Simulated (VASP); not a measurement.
Wanted: the native input for a VASP 6.6.1 run.

```
Task                   : single point
Functional             : r2SCAN
Potentials or basis    : VASP PAW PBE potentials, release 64 (B, N)
Cutoff                 : 520 eV
k mesh                 : 12 × 12 × 4
Occupations            : gaussian, width 0.05 eV
Spin                   : no spin polarisation
Dipole correction      : no
Further INCAR settings : ALGO = Normal; EDIFF = 1e-07; NBANDS = 16
```

BN:

```xyz
4
Lattice="2.5290 0.0000 0.0000 -1.2645 2.1468 0.0000 0.0000 0.0000 6.6612" Properties=species:S:1:pos:R:3 pbc="T T T"
B     0.0000    1.4312    1.6653
B     1.2645    0.7156    4.9959
N     0.0000    1.4312    4.9959
N     1.2645    0.7156    1.6653
```

This cell differs from its parent crystal: strain +0.0100 x Voigt [1, -1, 0, 0, 0, 0].

One way to write it, as run:

POSCAR

```
BN
1.0
    2.5290316213      0.0000000000      0.0000000000
   -1.2645158107      2.1468352225      0.0000000000
    0.0000000000      0.0000000000      6.6612000000
B N
2 2
Direct
    0.3333333333      0.6666666667      0.2500000000
    0.6666666667      0.3333333333      0.7500000000
    0.3333333333      0.6666666667      0.7500000000
    0.6666666667      0.3333333333      0.2500000000
```

INCAR.step1

```
PREC = Accurate ; ENCUT = 520
ISMEAR = 0 ; SIGMA = 0.05
LREAL = False ; LASPH = True
NELM = 100 ; NBANDS = 16
GGA = PE ; ALGO = Normal
EDIFF = 1E-4 ; LWAVE = True
LCHARG = False
```

INCAR.step2

```
PREC = Accurate ; ENCUT = 520
EDIFF = 1E-7 ; ISMEAR = 0
SIGMA = 0.05 ; LREAL = False
LASPH = True ; NELM = 100
ALGO = Normal ; ISIF = 2
LWAVE = False ; LCHARG = True
METAGGA = R2SCAN ; LMIXTAU = True
LELF = True ; LVHAR = True
NBANDS = 16 ; ISTART = 1
```

KPOINTS

```
regular mesh
0
Gamma
  12 12 4
```

Potentials or basis: VASP PAW PBE potentials, release 64 (B, N).

Launch:

```bash
$ cat potpaw_PBE.64/B/POTCAR potpaw_PBE.64/N/POTCAR > POTCAR
$ cp INCAR.step1 INCAR
$ mpirun -np 1 vasp_std > vasp.out
$ cp INCAR.step2 INCAR
$ mpirun -np 1 vasp_std > vasp.out
```

Results of the run:

* Pressure: -0.1 GPa
* Largest force: 0.251 eV/Å
* Band gap on the k mesh: 4.81 eV (least direct gap 5.31 eV)

Caveat: the cell differs from its parent crystal (strain +0.0100 x Voigt [1, -1, 0, 0, 0, 0]); the stress differs along the axes, from -8 to 7 GPa; the PAW data sets were made with another functional, which shifts forces and pressure a little.

Wall time 6.5 min on 1 thread of AMD EPYC 7R43 64-Core Processor (Zen 3), with other jobs on the host, peak memory 0.16 GiB.
